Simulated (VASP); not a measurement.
# Si16B (a cell with a defect) in VASP: single point with PBE+D3(BJ)

Aim: the single point of Si16B (a cell with a defect) with PBE+D3(BJ).

Everything below comes from runs of VASP 6.6.1. Logs are shortened: lines on timing, memory, paths and dates and some standing lists are left out, and cuts for length are marked.

## (1) The cell of the first run

The cell holds a defect, 17 atoms: a = 7.679 Å, b = 7.679 Å, c = 7.679 Å, α = 60.00°, β = 60.00°, γ = 60.00°.

## (2) Single point, PBE+D3(BJ), collinear spin

INCAR

```
PREC = Accurate
ENCUT = 520
EDIFF = 1E-6
ISMEAR = -1
SIGMA = 0.02
LREAL = Auto
LASPH = T
NELM = 150
ALGO = Normal
ISIF = 2
LWAVE = F
LCHARG = F
ISPIN = 2
MAGMOM = 0 0 0 0 0 0 0 0 0 0 0 0 0 0 0 0 1
LORBIT = 11
GGA = PE
IVDW = 12
NBANDS = 52
```

KPOINTS

```
regular mesh
0
Gamma
  2 2 2
```

POSCAR

```
Si16B
1.0
    0.0000000000      5.4300000000      5.4300000000
    5.4300000000      0.0000000000      5.4300000000
    5.4300000000      5.4300000000      0.0000000000
Si B
16 1
Direct
   -0.0012998564      0.0012581987      0.0016884145
    0.1263994355      0.1244657459      0.1236046586
   -0.0017646144      0.0030959088      0.4957255315
    0.1284711819      0.1168131999      0.6262081504
   -0.0017502794      0.4970240252      0.0026248619
    0.1266836109      0.6247465805      0.1224574798
   -0.0043034612      0.5003580432      0.5070109693
    0.1286525657      0.6292198232      0.6282448676
    0.5025618279     -0.0006676661     -0.0032283653
    0.6259182068      0.1246003346      0.1242183740
    0.5028671645      0.0027922656      0.4962354530
    0.6263208498      0.1263912813      0.6210024616
    0.5024828442      0.4969942759      0.0027404170
    0.6258112709      0.6234015314      0.1253106283
    0.5024812901      0.4981076331      0.4971501503
    0.6130515941      0.6292884343      0.6288977176
    0.2356630691      0.7538810848      0.7671643299
```

Potentials or basis: VASP PAW PBE potentials, release 64 (Si, B).

Run with:

```
$ cat potpaw_PBE.64/Si/POTCAR potpaw_PBE.64/B/POTCAR > POTCAR
$ mpirun -np 1 vasp_std > vasp.out
```

OUTCAR:

```text
PREC = Accurate
   ENCUT = 520
   EDIFF = 1E-6
   ISMEAR = -1
   LREAL = Auto
   LASPH = T
   NELM = 150
   ISIF = 2
   ISPIN = 2
   LORBIT = 11
   GGA = PE
   IVDW = 12
 IVDW          = 12

 ion  position               nearest neighbor table
   1  0.999  0.001  0.002-  10 2.34   2 2.34   4 2.36   6 2.36  17 2.62
   2  0.126  0.124  0.124-   3 2.33   5 2.34   1 2.34   9 2.36
   3  0.998  0.003  0.496-  12 2.33   2 2.33   8 2.35   4 2.35
   4  0.128  0.117  0.626-  17 2.28  11 2.35   3 2.35   1 2.36   7 2.41
   5  0.998  0.497  0.003-  14 2.34   2 2.34   8 2.35   6 2.36
   6  0.127  0.625  0.122-  17 2.23  13 2.36   5 2.36   1 2.36   7 2.41
   7  0.996  0.500  0.507-  16 2.40   8 2.40   4 2.41   6 2.41
   8  0.129  0.629  0.628-  17 2.33  15 2.35   3 2.35   5 2.35   7 2.40
   9  0.503  0.999  0.997-  12 2.36  14 2.36  10 2.36   2 2.36
  10  0.626  0.125  0.124-  11 2.33  13 2.34   1 2.34   9 2.36
  11  0.503  0.003  0.496-  12 2.33  10 2.33  16 2.34   4 2.35
  12  0.626  0.126  0.621-  15 2.33  11 2.33   3 2.33   9 2.36
  13  0.502  0.497  0.003-  14 2.33  10 2.34  16 2.35   6 2.36
  14  0.626  0.623  0.125-  15 2.33  13 2.33   5 2.34   9 2.36
  15  0.502  0.498  0.497-  12 2.33  14 2.33  16 2.34   8 2.35
  16  0.613  0.629  0.629-  15 2.34  11 2.34  13 2.35  17 2.37   7 2.40
  17  0.236  0.754  0.767-   6 2.23   4 2.28   8 2.33  16 2.37   1 2.62

  LATTYP: Found a face centered cubic cell.
 ALAT       =    10.8600000000

  Lattice vectors:

 A1 = (   0.0000000000,   5.4300000000,   5.4300000000)
 A2 = (   5.4300000000,   0.0000000000,   5.4300000000)
 A3 = (   5.4300000000,   5.4300000000,   0.0000000000)

Analysis of symmetry for initial positions (statically):
=====================================================================
 Subroutine PRICEL returns:
 Original cell was already a primitive cell.

 Routine SETGRP: Setting up the symmetry group for a
 face centered cubic supercell.

 Subroutine GETGRP returns: Found  1 space group operations
 (whereof  1 operations were pure point group operations)
 out of a pool of 48 trial point group operations.

The static configuration has the point symmetry C_1 .

Analysis of symmetry for dynamics (positions and initial velocities):
=====================================================================
 Subroutine PRICEL returns:
 Original cell was already a primitive cell.

 Routine SETGRP: Setting up the symmetry group for a
 face centered cubic supercell.

 Subroutine GETGRP returns: Found  1 space group operations
 (whereof  1 operations were pure point group operations)
 out of a pool of 48 trial point group operations.
[... 172 lines left out ...]
  ext. energy  EPLUGINS =         0.00000000
  ---------------------------------------------------
  free energy    TOTEN  =       -88.61913048 eV

  energy without entropy =      -88.61822169  energy(sigma->0) =      -88.61867609

 E-fermi :   6.3548     XC(G=0):  -9.5687

 val. band max:        6.2704094062   @ k =   0.5000   0.0000   0.0000
 cond. band min:       6.4362293797   @ k =   0.0000   0.0000   0.0000
 fundamental gap:      0.1658199735
 Fermi energy:         6.3548154257

 spin component 1

 k-point     1 :       0.0000    0.0000    0.0000
  band No.  band energies     occupation
      1      -6.2761      1.00000
      2      -3.9204      1.00000
      3      -3.8292      1.00000
      4      -3.7989      1.00000
      5      -3.7618      1.00000
      6      -2.4389      1.00000
[... 373 lines left out ...]
     44      10.0217      0.00000
     45      10.1903      0.00000
 Fermi energy:         6.3548154257

 spin component 2

 k-point     1 :       0.0000    0.0000    0.0000
  band No.  band energies     occupation
      1      -6.2761      1.00000
      2      -3.9204      1.00000
      3      -3.8292      1.00000
      4      -3.7989      1.00000
      5      -3.7618      1.00000
      6      -2.4389      1.00000
[... 373 lines left out ...]
     44      10.0217      0.00000
     45      10.1903      0.00000
 [bands above 45 left out]

------------------------ aborting loop because EDIFF is reached ----------------------------------------

 Edisp (eV)   -5.33984

 E8    (eV) :    -2.1984

  FORCE on cell =-STRESS in cart. coord.  units (eV):
  Direction    XX          YY          ZZ          XY          YZ          ZX
  --------------------------------------------------------------------------------------
  -------------------------------------------------------------------------------------
  Total       0.90500     0.96779     0.95133     0.09103    -0.15628    -0.05858
  in kB       4.52827     4.84244     4.76005     0.45549    -0.78198    -0.29309
  external pressure =        4.71 kB  Pullay stress =        0.00 kB

 VOLUME and BASIS-vectors are now :
 -----------------------------------------------------------------------------
  energy-cutoff  :      520.00
  volume of cell :      320.21
      direct lattice vectors                 reciprocal lattice vectors
     0.000000000  5.430000000  5.430000000    -0.092081031  0.092081031  0.092081031
     5.430000000  0.000000000  5.430000000     0.092081031 -0.092081031  0.092081031
     5.430000000  5.430000000  0.000000000     0.092081031  0.092081031 -0.092081031

 POSITION                                       TOTAL-FORCE (eV/Angst)
 -----------------------------------------------------------------------------------
      0.01600      5.43211      5.42977        -0.006771      0.001709     -0.004101
      1.34702      1.35752      1.36220         0.007716     -0.017088     -0.005155
      2.70860      8.11221      5.43723        -0.016040      0.007968      0.003401
      4.03461      4.09791      1.33189         0.008466      0.001861      0.003429
      2.71309      5.43475      8.11934        -0.003643     -0.000422      0.008924
      4.05732      1.35284      4.08027         0.011035      0.016781     -0.013121
[... 9 lines left out ...]
      6.83195      6.74378      6.74591         0.005485      0.000759     -0.010115
      8.25928      5.44535      5.37322        -0.014238     -0.003509      0.006163
 -----------------------------------------------------------------------------------
    total drift:                                0.006300     -0.005084     -0.004866

  FREE ENERGIE OF THE ION-ELECTRON SYSTEM (eV)
  ---------------------------------------------------
  free  energy   TOTEN  =       -93.9589691220 eV

  energy  without entropy=      -93.9580603290  energy(sigma->0) =      -93.95851473

 total charge

# of ion       s       p       d       tot
------------------------------------------
    1        0.758   0.925   0.000   1.683
    2        0.743   0.954   0.000   1.697
    3        0.757   0.935   0.000   1.692
    4        0.738   0.945   0.000   1.683
    5        0.757   0.929   0.000   1.686
    6        0.739   0.944   0.000   1.683
[... 9 lines left out ...]
   16        0.738   0.943   0.000   1.682
   17        0.823   0.768   0.000   1.591
--------------------------------------------------
tot         12.805  15.814   0.000  28.620

 magnetization (x)

# of ion       s       p       d       tot
------------------------------------------
    1        0.000   0.000   0.000   0.000
    2        0.000   0.000   0.000   0.000
    3       -0.000  -0.000   0.000  -0.000
    4       -0.000  -0.000   0.000  -0.000
    5       -0.000  -0.000   0.000  -0.000
    6       -0.000   0.000   0.000  -0.000
[... 9 lines left out ...]
   16       -0.000  -0.000   0.000  -0.000
   17       -0.000  -0.000   0.000  -0.000
--------------------------------------------------
tot         -0.000  -0.000   0.000  -0.000
```

OSZICAR:

```text
N       E                     dE             d eps       ncg     rms          rms(c)
DAV:   1     0.151701994749E+03    0.15170E+03   -0.25547E+04  1664   0.106E+03
DAV:   2    -0.763103136732E+02   -0.22801E+03   -0.21324E+03  2040   0.161E+02
DAV:   3    -0.898115325347E+02   -0.13501E+02   -0.13172E+02  2112   0.346E+01
DAV:   4    -0.900857250681E+02   -0.27419E+00   -0.27307E+00  2128   0.598E+00
DAV:   5    -0.900923291171E+02   -0.66040E-02   -0.65985E-02  2100   0.874E-01    0.142E+01
DAV:   6    -0.890193356210E+02    0.10730E+01   -0.13026E+00  2036   0.376E+00    0.867E+00
DAV:   7    -0.885980029469E+02    0.42133E+00   -0.10334E+00  1920   0.299E+00    0.202E+00
DAV:   8    -0.886124070980E+02   -0.14404E-01   -0.11772E-01  2048   0.113E+00    0.514E-01
DAV:   9    -0.886159686674E+02   -0.35616E-02   -0.69825E-03  1952   0.355E-01    0.327E-01
DAV:  10    -0.886180282591E+02   -0.20596E-02   -0.22849E-03  1948   0.168E-01    0.161E-01
DAV:  11    -0.886188929872E+02   -0.86473E-03   -0.76910E-04  2048   0.981E-02    0.799E-02
DAV:  12    -0.886190836267E+02   -0.19064E-03   -0.20320E-04  1924   0.571E-02    0.352E-02
DAV:  13    -0.886191215062E+02   -0.37879E-04   -0.37186E-05  2032   0.240E-02    0.126E-02
DAV:  14    -0.886191284436E+02   -0.69374E-05   -0.73723E-06  1908   0.946E-03    0.523E-03
DAV:  15    -0.886191299490E+02   -0.15054E-05   -0.13242E-06  1512   0.423E-03    0.215E-03
DAV:  16    -0.886191304844E+02   -0.53535E-06   -0.32041E-07  1164   0.198E-03
   1 F= -.93958969E+02 E0= -.93958515E+02  d E =-.908793E-03  mag=     0.0000
```

stdout:

```text
POSCAR found type information on POSCAR SiB
 POSCAR found :  2 types and      17 ions
 scaLAPACK will be used
 LDA part: xc-table for (Slater+PW92), standard interpolation
 POSCAR, INCAR and KPOINTS ok, starting setup
 FFT: planning ... GRIDC
 FFT: planning ... GRID_SOFT
 FFT: planning ... GRID
 WAVECAR not read
 entering main loop
```

Wall time 8.3 min (1 thread of AMD EPYC 7R43 (Zen 3), shared host); peak memory 0.68 GiB.

Results:

```
Free energy                                           : -93.9590 eV
Pressure                                              : 0.5 GPa
Largest force                                         : 0.024 eV/Å
Net moment                                            : 0.00 μB per cell
Valence electrons inside the program's atomic spheres : Si 1.68, 1.70, 1.69, 1.67 (each value once); B 1.59
Dispersion energy per atom                            : -0.314 eV
```

Forces on the atoms (eV/Å):
```
Si  -0.007  0.002 -0.004
Si   0.008 -0.017 -0.005
Si  -0.016  0.008  0.003
Si   0.008  0.002  0.003
Si  -0.004  0.000  0.009
Si   0.011  0.017 -0.013
Si   0.009 -0.012  0.001
Si  -0.001  0.008 -0.003
Si   0.013  0.012 -0.008
Si   0.014  0.005  0.015
Si  -0.021  0.002 -0.011
Si  -0.003 -0.018  0.012
Si  -0.009 -0.012  0.004
Si  -0.010  0.009 -0.013
Si   0.018 -0.002  0.013
Si   0.005  0.001 -0.010
B   -0.014 -0.004  0.006
```

Caveat: the k points lie up to 0.50 Å⁻¹ apart.
